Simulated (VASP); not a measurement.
A run of VASP 6.6.1 is set up as follows.

INCAR

```
ALGO     = Normal         # electronic algorithm
EDIFF    = 1E-6           # SCF threshold, eV
ENCUT    = 600            # plane-wave cutoff, eV
GGA      = PS             # functional
GGA_COMPAT= F            
ISIF     = 2              # what is computed and relaxed
ISMEAR   = 0              # smearing method
LASPH    = T              # aspherical terms in the spheres
LCHARG   = T              # write CHGCAR
LELF     = T              # ELF
LREAL    = F              # projectors in reciprocal space
LVHAR    = T            
LWAVE    = F              # write WAVECAR
NBANDS   = 11             # bands
NELM     = 120            # most SCF steps
PREC     = Accurate       # precision mode
SIGMA    = 0.02           # smearing width, eV
```

KPOINTS

```
k-points
0
Gamma
  12 12 12
```

POSCAR

```
C
1.0
    0.0000000000      1.7769041312      1.7769041312
    1.7769041312      0.0000000000      1.7769041312
    1.7769041312      1.7769041312      0.0000000000
C
2
Direct
    0.0000000000      0.0000000000      0.0000000000
    0.2500000000      0.2500000000      0.2500000000
```

Potentials or basis: VASP PAW PBE potentials, release 64 (C).

Run with:

```console
$ cat potpaw_PBE.64/C/POTCAR > POTCAR
$ mpirun -np 1 vasp_std > vasp.out
```

(1) What does it give for the pressure?

(2) Estimate the band gap on the k mesh.

## Answers

(1) 0.4 GPa.

(2) 4.06 eV, indirect (least direct gap 5.57 eV).

Caveat: the PAW data sets were made with another functional, which shifts forces and pressure a little.
